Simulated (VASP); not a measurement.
# In (I4/mmm) in VASP: notebook, part 2 of 2

VASP 6.6.1.

### 3 Single point, PBE (strain +0.080 along x and y, +0.080 along z)

Input file INCAR:

```
  PREC = Accurate
  ENCUT = 520
  EDIFF = 1E-7
  ISMEAR = 0
  SIGMA = 0.15
  LREAL = F
  LASPH = T
  NELM = 60
  ALGO = Fast
  ISIF = 2
  LWAVE = F
  LCHARG = T
  GGA = PE
  LELF = T
  LVHAR = T
  NBANDS = 12
```

Input file KPOINTS:

```
Automatic mesh
0
Gamma
  20 20 20
```

Input file POSCAR:

```
In
1.0
   -1.7562420000      1.7562420000      2.6718660000
    1.7562420000     -1.7562420000      2.6718660000
    1.7562420000      1.7562420000     -2.6718660000
In
1
Direct
    0.0000000000      0.0000000000      0.0000000000
```

Potentials or basis: VASP PAW PBE potentials, release 64 (In_d).

The run is started by

```bash
$ cat potpaw_PBE.64/In_d/POTCAR > POTCAR
$ mpirun -np 1 vasp_std > vasp.out
```

OUTCAR:

```text
PREC = Accurate
   ENCUT = 520
   EDIFF = 1E-7
   ISMEAR = 0
   LREAL = F
   LASPH = T
   NELM = 60
   ISIF = 2
   GGA = PE

 ion  position               nearest neighbor table
   1  0.000  0.000  0.000-

  LATTYP: Found a body centered tetragonal cell.
 ALAT       =     3.5124840000
 C/A-ratio  =     1.5213541186

  Lattice vectors:

 A1 = (  -1.7562420000,   1.7562420000,   2.6718660000)
 A2 = (   1.7562420000,  -1.7562420000,   2.6718660000)
 A3 = (   1.7562420000,   1.7562420000,  -2.6718660000)

Analysis of symmetry for initial positions (statically):
=====================================================================
 Subroutine PRICEL returns:
 Original cell was already a primitive cell.

 Routine SETGRP: Setting up the symmetry group for a
 body centered tetragonal supercell.

 Subroutine GETGRP returns: Found 16 space group operations
 (whereof 16 operations were pure point group operations)
 out of a pool of 16 trial point group operations.

The static configuration has the point symmetry D_4h.

Analysis of symmetry for dynamics (positions and initial velocities):
=====================================================================
 Subroutine PRICEL returns:
 Original cell was already a primitive cell.

 Routine SETGRP: Setting up the symmetry group for a
 body centered tetragonal supercell.

 Subroutine GETGRP returns: Found 16 space group operations
 (whereof 16 operations were pure point group operations)
 out of a pool of 16 trial point group operations.

The dynamic configuration has the point symmetry D_4h.

 Subroutine INISYM returns: Found 16 space group operations
 (whereof 16 operations are pure point group operations),
 and found     1 'primitive' translations

----------------------------------------------------------------------------------------

                                     Primitive cell

  volume of cell :      32.9643

  direct lattice vectors                    reciprocal lattice vectors
    -1.756242000  1.756242000  2.671866000     0.000000000  0.284698806  0.187135133
     1.756242000 -1.756242000  2.671866000     0.284698806  0.000000000  0.187135133
     1.756242000  1.756242000 -2.671866000     0.284698806  0.284698806  0.000000000

  length of vectors
     3.647963795  3.647963795  3.647963795     0.340694831  0.340694831  0.402624912

  position of ions in fractional coordinates (direct lattice)
     0.000000000  0.000000000  0.000000000

  ion indices of the primitive-cell ions
   primitive index   ion index
                 1           1

----------------------------------------------------------------------------------------

 KPOINTS: Automatic mesh

Automatic generation of k-mesh.
 Grid dimensions read from file:
 generate k-points for:   20   20   20

 Generating k-lattice:

  Cartesian coordinates                     Fractional coordinates (reciprocal lattice)
     0.000000000  0.014234940  0.009356757     0.050000000  0.000000000  0.000000000
     0.014234940  0.000000000  0.009356757     0.000000000  0.050000000  0.000000000
     0.014234940  0.014234940  0.000000000     0.000000000  0.000000000  0.050000000

  Length of vectors
     0.017034742  0.017034742  0.020131246

  Shift w.r.t. Gamma in fractional coordinates (k-lattice)
     0.000000000  0.000000000  0.000000000

 Subroutine IBZKPT returns following result:
 ===========================================

 Found    641 irreducible k-points:

 Following reciprocal coordinates:
            Coordinates               Weight
  0.000000  0.000000  0.000000      1.000000
  0.050000 -0.000000  0.000000      8.000000
  0.100000 -0.000000  0.000000      8.000000
  0.150000  0.000000  0.000000      8.000000
  0.200000 -0.000000  0.000000      8.000000
  0.250000 -0.000000  0.000000      8.000000
[... 16 lines left out ...]
 -0.400000  0.050000  0.000000     16.000000
 -0.350000  0.050000  0.000000     16.000000
 [... further k-points ...]
   k-points           NKPTS =    641   k-points in BZ     NKDIM =    641   number of bands    NBANDS=     12
   number of dos      NEDOS =    301   number of ions     NIONS =      1
   total plane-waves  NPLWV =  21952
   dimension x,y,z NGX =    28 NGY =   28 NGZ =   28
   dimension x,y,z NGXF=    56 NGYF=   56 NGZF=   56
   ions per type =               1
   NGX,Y,Z   is equivalent  to a cutoff of  12.76, 12.76, 12.76 a.u.
   NGXF,Y,Z  is equivalent  to a cutoff of  25.52, 25.52, 25.52 a.u.
 SYSTEM =  unknown system
   PREC   = accura    normal or accurate (medium, high low for compatibility)
   ISTART =      0    job   : 0-new  1-cont  2-samecut
   ICHARG =      2    charge: 1-file 2-atom 10-const
   ISPIN  =      1    spin polarized calculation?
   LNONCOLLINEAR =      F non collinear calculations
   LSORBIT =      F    spin-orbit coupling
   LASPH  =      T    aspherical Exc in radial PAW
   ENCUT  =  520.0 eV  38.22 Ry    6.18 a.u.   6.78  6.78  6.78*2*pi/ulx,y,z
   NELM   =     60;   NELMIN=  2; NELMDL= -5     # of ELM steps
   EDIFF  = 0.1E-06   stopping-criterion for ELM
   LREAL  =      F    real-space projection
   EDIFFG = 0.1E-05   stopping-criterion for IOM
   NSW    =      0    number of steps for IOM
   IBRION =     -1    ionic relax: 0-MD 1-quasi-New 2-CG
   NFREE  =      0    steps in history (QN), initial steepest desc. (CG)
   ISIF   =      2    stress and relaxation
   ISYM   =      2    0-nonsym 1-usesym 2-fastsym
   POTIM  = 0.5000    time-step for ionic-motion
   TEBEG  =    0.0;   TEEND  =   0.0 temperature during run
   PSTRESS=    0.0 pullay stress
   NELECT =      13.0000    total number of electrons
   NUPDOWN=      -1.0000    fix difference up-down
   EMIN   =  10.00;   EMAX   =-10.00  energy-range for DOS
   EFERMI =   0.00;   METHOD = LEGACY
   ISMEAR =     0;   SIGMA  =   0.15  broadening in eV -4-tet -1-fermi 0-gaus
   EFERMI_NEDOS =   21; number of points for ismear=-14 and -15
   IALGO  =     68    algorithm
   IMIX   =      4    mixing-type and parameters
     AMIX     =   0.40;   BMIX     =  1.00
     AMIX_MAG =   1.60;   BMIX_MAG =  1.00
  volume/ion in A,a.u.               =      32.96       222.45
  Fermi-wavevector in a.u.,A,eV,Ry     =   1.200535  2.268682 19.609863  1.441284
  Thomas-Fermi vector in A             =   2.336368
   LORBIT       =      0    0 simple, 1 ext, 2 COOP (PROOUT), +10 PAW based schemes
   GGA     = PE    functional components
   LHFCALC =     F    Hartree Fock is set to
   AEXX    =    0.0000 exact exchange contribution
   IVDW    =     0    specifies the selected vdW correction
   LEPSILON=     F    determine dielectric tensor
   LRPA    =     F    only Hartree local field effects (RPA)
 non-spin polarized calculation
 RMM-DIIS sequential band-by-band and
 Gauss-broadening in eV      SIGMA  =   0.15
  energy-cutoff  :      520.00
  volume of cell :       32.96
 maximum number of plane-waves:       914
   NGX = 13   NGY = 13   NGZ = 13

 number of electron      13.0000000 magnetization

 Free energy of the ion-electron system (eV)
  ---------------------------------------------------
  ext. energy  EPLUGINS =         0.00000000
  ---------------------------------------------------
  free energy    TOTEN  =        -2.48024301 eV

  energy without entropy =       -2.47369964  energy(sigma->0) =       -2.47697132

 E-fermi :   5.1723     XC(G=0):  -9.2023

 val. band max:        5.1634957735   @ k =  -0.4500  -0.4500   0.2000
 cond. band min:       5.1733247508   @ k =   0.3000   0.1000   0.0500
 fundamental gap:      0.0098289773
 Fermi energy:         5.1723348914

 k-point     1 :       0.0000    0.0000    0.0000
  band No.  band energies     occupation
      1      -9.3380      2.00000
      2      -9.2820      2.00000
      3      -9.2820      2.00000
      4      -9.2429      2.00000
      5      -9.1849      2.00000
      6      -2.9358      2.00000
      7      13.7515      0.00000
      8      13.7515      0.00000
      9      13.8088      0.00000
     10      16.2035      0.00000
     11      17.3112      0.00000
     12      17.5290      0.00000
[... 331 lines left out ...]
 k-point    24 :      -0.3500    0.0500    0.0000
  band No.  band energies     occupation
      1      -9.3091      2.00000
      2      -9.3048      2.00000
      3      -9.2617      2.00000
      4      -9.1730      2.00000
      5      -9.1522      2.00000
      6      -0.8494      2.00000
      7       5.6297      0.00002
      8      11.5008      0.00000
      9      12.6655      0.00000
     10      15.1921      0.00000
     11      16.1814      0.00000
     12      17.1260      0.00000

 [... further k-points ...]
[... 5 lines left out ...]
  --------------------------------------------------------------------------------------
  -------------------------------------------------------------------------------------
  Total       -0.8403188     -0.8403188     -0.8423723      0.0000000      0.0000000      0.0000000
  in kB      -40.8424005    -40.8424005    -40.9422098      0.0000000      0.0000000      0.0000000
  external PRESSURE =     -40.8756703 kB  Pullay stress =       0.0000000 kB

 VOLUME and BASIS-vectors are now :
 -----------------------------------------------------------------------------
  energy-cutoff  :      520.00
  volume of cell :       32.96
      direct lattice vectors                 reciprocal lattice vectors
    -1.756242000  1.756242000  2.671866000     0.000000000  0.284698806  0.187135133
     1.756242000 -1.756242000  2.671866000     0.284698806  0.000000000  0.187135133
     1.756242000  1.756242000 -2.671866000     0.284698806  0.284698806  0.000000000

 POSITION                                       TOTAL-FORCE (eV/Angst)
 -----------------------------------------------------------------------------------
      0.00000      0.00000      0.00000        -0.000000      0.000000      0.000000
 -----------------------------------------------------------------------------------
    total drift:                                0.000000     -0.000000     -0.000000

  FREE ENERGIE OF THE ION-ELECTRON SYSTEM (eV)
  ---------------------------------------------------
  free  energy   TOTEN  =        -2.4802430075 eV

  energy  without entropy=       -2.4736996383  energy(sigma->0) =       -2.47697132
```

OSZICAR:

```text
N       E                     dE             d eps       ncg     rms          rms(c)
DAV:   1     0.784155514997E+02    0.78416E+02   -0.61678E+03 15544   0.125E+03
DAV:   2     0.161775496077E+01   -0.76798E+02   -0.75091E+02 16056   0.284E+02
DAV:   3    -0.239226611034E+01   -0.40100E+01   -0.39974E+01 18360   0.653E+01
DAV:   4    -0.249085820738E+01   -0.98592E-01   -0.98562E-01 19784   0.106E+01
DAV:   5    -0.249516603108E+01   -0.43078E-02   -0.43077E-02 21104   0.188E+00    0.139E+00
RMM:   6    -0.248218856137E+01    0.12977E-01   -0.19861E-02 18607   0.213E+00    0.746E-01
RMM:   7    -0.248009866482E+01    0.20899E-02   -0.86060E-03 18040   0.112E+00    0.178E-01
RMM:   8    -0.248016050546E+01   -0.61841E-04   -0.17211E-03 20022   0.669E-01    0.455E-02
RMM:   9    -0.248022790472E+01   -0.67399E-04   -0.55405E-04 21491   0.253E-01    0.307E-02
RMM:  10    -0.248023641374E+01   -0.85090E-05   -0.17343E-04 20163   0.242E-01    0.678E-03
RMM:  11    -0.248024071003E+01   -0.42963E-05   -0.74991E-05 24561   0.947E-02    0.369E-03
RMM:  12    -0.248024261334E+01   -0.19033E-05   -0.19827E-05 24451   0.506E-02    0.316E-03
RMM:  13    -0.248024290172E+01   -0.28839E-06   -0.32197E-06 20314   0.159E-02    0.317E-03
RMM:  14    -0.248024300455E+01   -0.10283E-06   -0.47350E-07 15001   0.105E-02    0.218E-03
RMM:  15    -0.248024296567E+01    0.38884E-07   -0.14061E-06 20180   0.181E-02    0.101E-02
RMM:  16    -0.248024300747E+01   -0.41798E-07   -0.39202E-07 17863   0.100E-02
   1 F= -.24802430E+01 E0= -.24769713E+01  d E =-.654337E-02
```

Wall time 2.2 min (1 thread of Intel Xeon 6975P-C (Granite Rapids), shared host); peak memory 0.35 GiB.

Results:

* Free energy: -2.4802 eV
* Pressure: -4.1 GPa
* Band gap on the k mesh: zero (an odd number of electrons rules out a gap without spin polarisation)

Levels at points of the mesh, in eV from the Fermi level:
```tsv
k point	band 4	band 5	band 6	band 7	band 8	band 9
(0.00, 0.00, 0.00)	-14.42	-14.36	-8.11	8.58	8.58	8.64
(0.50, 0.00, 0.00)	-14.31	-14.29	-4.19	-2.45	6.25	7.50
(0.50, 0.50, 0.00)	-14.30	-14.25	-2.20	-1.33	3.10	3.52
(0.50, 0.50, 0.50)	-14.29	-14.29	-3.16	-1.89	4.13	4.13
```

Caveat: the cell differs from its parent crystal (strain +0.080 along x and y, +0.080 along z); the cell stands under tension; spin-orbit coupling is left out, which moves the levels of the heavy elements.
